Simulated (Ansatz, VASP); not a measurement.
One calculation of YTiSe3, two programs

```
Y Ti Se
1.0
     4.92843    0.00000    0.00000
     0.00000    4.92843    0.00000
     0.00000    0.00000    4.92843
Y Ti Se
1 1 3
Direct
  0.50000 0.50000 0.50000
  0.00000 0.00000 0.00000
  0.50000 0.00000 0.00000
  0.00000 0.50000 0.00000
  0.00000 0.00000 0.50000
```

Alike in both runs: task relaxation of cell and atoms; functional PBE; k mesh 8 × 8 × 8; occupations gaussian, width 0.1 eV; no spin polarisation.

|  | VASP | Ansatz |
| --- | --- | --- |
| version | VASP 6.6.1 | Ansatz 0.2.0 |
| potentials or method | VASP PAW PBE potentials, release 64 (Y_sv, Ti_sv, Se), cutoff 600 eV | scalar-relativistic, plane waves, PAW |
| valence electrons in the cell | 41 | 71 |

VASP gave:

- gap on the k mesh at the Fermi level, each at its own relaxed structure (eV): none
- relaxed volume (Å³/atom): 23.90
- relaxed cell length with the largest relative difference (Å): 4.926

Task: Which values does Ansatz return?

Result: gap on the k mesh at the Fermi level, each at its own relaxed structure (eV): none; relaxed volume (Å³/atom): 23.88; relaxed cell length with the largest relative difference (Å): 4.924.

A gap of «none» marks a metal or a gap that the smearing closes. VASP's potentials hold 41 valence electrons a cell and Ansatz's 71, so a difference there can come from the potentials and not from the codes.

Noted on VASP's run: too few bands were computed for a metal, which touches its energy and stress.
